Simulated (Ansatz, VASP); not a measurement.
Two plane-wave programs on CsH

```xyz
4
Lattice="3.0605 3.0605 0.0000 -3.0605 3.0605 0.0000 0.0000 0.0000 6.4236" Properties=species:S:1:pos:R:3 pbc="T T T"
Cs    0.0000    0.0000    0.0000
Cs    0.0000    3.0605    3.2118
H     0.0000    3.0605    0.0000
H     0.0000    0.0000    3.2118
```

Alike in both runs: task single point; functional r2SCAN; k mesh 6 × 6 × 4; occupations gaussian, width 0.02 eV; no spin polarisation.

|  | VASP | Ansatz |
| --- | --- | --- |
| version | VASP 6.6.1 | Ansatz 0.2.0 |
| potentials or method | VASP PAW PBE potentials, release 64 (Cs_sv, H), cutoff 520 eV | scalar-relativistic, plane waves, PAW |
| valence electrons in the cell | 20 | 20 |

|  | VASP | Ansatz | Ansatz less VASP |
| --- | --- | --- | --- |
| gap on the k mesh at the Fermi level (eV) | 2.55 | 2.57 | +0.022 |
| least direct gap on the mesh (eV) | 2.55 | 2.57 | +0.022 |
| pressure (GPa) | 1.0 | 0.9 | -0.05 |
| traceless stress, the component that is largest in VASP (GPa) | -0.94 | -0.92 | +0.020 |

VASP's potentials were made for PBE, not for r2SCAN. The functional is the same, so the differences come from potentials, cutoffs and numerics.

Spin-orbit coupling is off throughout.
